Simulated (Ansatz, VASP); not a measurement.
## One calculation of HgTe, two programs

The input INCAR:

```
ALGO = Normal ; EDIFF = 1E-6
ENCUT = 520 ; GGA = PS
ISIF = 2 ; ISMEAR = -1
LASPH = True ; LCHARG = True
LELF = True ; LREAL = False
LVHAR = True ; LWAVE = False
NBANDS = 16 ; NELM = 80
PREC = Accurate ; SIGMA = 0.08
```

KPOINTS

```
k-points
0
Gamma
  12 12 12
```

The input POSCAR:

```
HgTe
1.0
    0.0000000000      2.9787988607      2.9787988607
    2.9787988607      0.0000000000      2.9787988607
    2.9787988607      2.9787988607      0.0000000000
Hg Te
1 1
Direct
    0.0000000000      0.0000000000      0.0000000000
    0.5000000000      0.5000000000      0.5000000000
```

Input for Ansatz:

```yaml
crystal:
  lattice:
    - [0.0, 2.9787988607, 2.9787988607]
    - [2.9787988607, 0.0, 2.9787988607]
    - [2.9787988607, 2.9787988607, 0.0]
  atoms:
    - { symbol: Hg, position: [0.0, 0.0, 0.0] }
    - { symbol: Te, position: [0.5, 0.5, 0.5] }
kpoints:
  mp_grid: { grid: [12, 12, 12] }
  band_path:
    path:
      - [0.0, 0.0, 0.0]
      - [0.5, 0.0, 0.5]
      - [0.625, 0.25, 0.625]
      - [0.375, 0.375, 0.75]
      - [0.0, 0.0, 0.0]
      - [0.5, 0.5, 0.5]
      - [0.5, 0.25, 0.75]
      - [0.5, 0.0, 0.5]
    npoints: 5
scf:
  occupations: { method: fermi_dirac, width: 0.08 }
hamiltonian:
  xc: pbesol
  pseudopotentials: { kind: all_electron, lapw: { basis_error: 0.001 } }
output:
  forces: true
  stress: true
  eigenvalues: true
```

Change from the starting cell: volume scaled by 1.06.

Alike in both runs: task single point; functional PBEsol; k mesh 12 × 12 × 12; occupations fermi-dirac, width 0.08 eV; no spin polarisation.

```csv
,VASP,Ansatz
version,VASP 6.6.1,Ansatz 0.2.0
potentials or method,"VASP PAW PBE potentials, release 64 (Hg, Te), cutoff 520 eV","all-electron LAPW, scalar-relativistic"
```

Ansatz gave:

| Quantity | Value |
| --- | --- |
| pressure (GPa) | 1.5 |

Problem. Which values does VASP return?

Solution. Pressure (GPa): 1.8.

VASP's potentials were made for PBE, not for PBEsol. Ansatz ran all-electron here, and VASP with PAW potentials.

Spin-orbit coupling is off throughout.
